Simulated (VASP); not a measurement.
Wanted: the native input for a VASP 6.6.1 run.

| Property | Result |
| --- | --- |
| Task | single point |
| Functional | PBE |
| Potentials or basis | VASP PAW PBE potentials, release 64 (Sc_sv) |
| Cutoff | 520 eV |
| k mesh | 18 × 18 × 18 |
| Occupations | gaussian, width 0.15 eV |
| Spin | no spin polarisation |
| Dipole correction | no |
| Further INCAR settings | ALGO = Fast; EDIFF = 1e-06; NBANDS = 12 |

The structure of Sc lies in POSCAR:

```
Sc
1.0
   -1.9257935009      1.9172054859      1.7271890274
    1.9086174709     -1.9172054859      1.7080169726
    1.9257935009      1.9172054859     -1.7271890274
Sc
1
Direct
    0.0000000000      0.0000000000      0.0000000000
```

This cell differs from its parent crystal: strain -0.0100 x Voigt [0, 0, 0, 0, 1, 0].

These files were run (other wordings do the same):

INCAR

```
SYSTEM = Sc
PREC     = Accurate       ! precision mode
ENCUT    = 520            ! plane-wave cutoff, eV
EDIFF    = 1E-6           ! SCF threshold, eV
ISMEAR   = 0              ! smearing method
SIGMA    = 0.15           ! smearing width, eV
LREAL    = .False.        ! projectors in reciprocal space
LASPH    = .True.         ! aspherical terms in the spheres
NELM     = 100            ! most SCF steps
ALGO     = Fast           ! electronic algorithm
ISIF     = 2              ! what is computed and relaxed
LWAVE    = .False.        ! write WAVECAR
LCHARG   = .False.        ! write CHGCAR
GGA      = PE             ! functional
NBANDS   = 12             ! bands
```

KPOINTS

```
Automatic mesh
0
Gamma
  18 18 18
  0 0 0
```

Potentials or basis: VASP PAW PBE potentials, release 64 (Sc_sv).

Command:

```bash
$ cat potpaw_PBE.64/Sc_sv/POTCAR > POTCAR
$ mpirun -np 1 vasp_std > vasp.out
```

It gave:

The pressure is -0.8 GPa. The band gap on the k mesh is zero (an odd number of electrons rules out a gap without spin polarisation).

Caveat: the cell differs from its parent crystal (strain -0.0100 x Voigt [0, 0, 0, 0, 1, 0]).

Wall time 5 min on 1 thread of Intel Xeon 8259CL (shared host), peak memory 0.52 GiB.
